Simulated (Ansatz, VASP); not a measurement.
## Two plane-wave programs on B

Contents of INCAR:

```
SYSTEM = B
PREC = Accurate
ENCUT = 500
EDIFF = 1E-6
ISMEAR = 0
SIGMA = 0.1
LREAL = .False.
LASPH = .True.
NELM = 120
ALGO = Normal
ISIF = 2
LWAVE = .False.
LCHARG = .False.
GGA = PS
NBANDS = 14
GGA_COMPAT = .False.
```

KPOINTS

```
Automatic mesh
0
Gamma
  9 9 4
  0 0 0
```

The input POSCAR:

```
B
1.0
    2.7091719657      0.0000000000      0.0000000000
   -1.3545859829      2.3462117456      0.0000000000
    0.0000000000      0.0000000000      4.4701337435
B
4
Direct
    0.3333333333      0.6666666667      0.4375000000
    0.6666666667      0.3333333333      0.9375000000
    0.6666666667      0.3333333333      0.5625000000
    0.3333333333      0.6666666667      0.0625000000
```

Input for Ansatz:

```yaml
crystal:
  lattice:
    - [2.7091719657, 0.0, 0.0]
    - [-1.3545859829, 2.3462117456, 0.0]
    - [0.0, 0.0, 4.4701337435]
  atoms:
    - { symbol: B, position: [0.3333333333, 0.6666666667, 0.4375] }
    - { symbol: B, position: [0.6666666667, 0.3333333333, 0.9375] }
    - { symbol: B, position: [0.6666666667, 0.3333333333, 0.5625] }
    - { symbol: B, position: [0.3333333333, 0.6666666667, 0.0625] }
basis:
  ecutwfc: 420
kpoints:
  mp_grid: { grid: [9, 9, 4] }
hamiltonian:
  xc: pbesol
scf:
  occupations: { method: gaussian, width: 0.1 }
  lower_state_search: "off"
output:
  forces: true
  stress: true
  eigenvalues: true
```

Alike in both runs: task single point; functional PBEsol; k mesh 9 × 9 × 4; occupations gaussian, width 0.1 eV; no spin polarisation.

|  | VASP | Ansatz |
| --- | --- | --- |
| version | VASP 6.6.1 | Ansatz 0.2.0 |
| potentials or method | VASP PAW PBE potentials, release 64 (B), cutoff 500 eV | scalar-relativistic, plane waves, PAW |
| valence electrons in the cell | 12 | 12 |

Ansatz gave:

```
gap on the k mesh at the Fermi level (eV) : none
rms of the force components (eV/Å)        : 0.076
```

**Question.** What did VASP give for the same quantities?

**Answer.** gap on the k mesh at the Fermi level (eV): none; rms of the force components (eV/Å): 0.075.

VASP's potentials were made for PBE, not for PBEsol. Atom by atom the forces differ by 0.000 eV/Å (rms over components). A gap of «none» marks a metal or a gap that the smearing closes.
